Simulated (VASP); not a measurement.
A run of VASP 6.6.1 is set up as follows.

Contents of INCAR:

```
PREC = Accurate
ENCUT = 520
EDIFF = 1E-6
ISMEAR = 0
SIGMA = 0.1
LREAL = F
LASPH = T
NELM = 100
ALGO = Fast
ISIF = 2
LWAVE = F
LCHARG = T
GGA = PS
LELF = T
LVHAR = T
NBANDS = 12
```

KPOINTS

```
Automatic mesh
0
Gamma
  20 20 20
```

The input POSCAR:

```
Ga
1.0
   -1.3870350476      1.3870350476      2.2341913301
    1.3870350476     -1.3870350476      2.2341913301
    1.3870350476      1.3870350476     -2.2341913301
Ga
1
Direct
    0.0000000000      0.0000000000      0.0000000000
```

Potentials or basis: VASP PAW PBE potentials, release 64 (Ga_d).

Command:

```sh
$ cat potpaw_PBE.64/Ga_d/POTCAR > POTCAR
$ mpirun -np 1 vasp_std > vasp.out
```

Problem. Estimate the pressure.

Solution. 2.1 GPa.

Problem. Estimate the band gap on the k mesh.

Solution. Zero (an odd number of electrons rules out a gap without spin polarisation).

Caveat: the PAW data sets were made with another functional, which shifts forces and pressure a little.
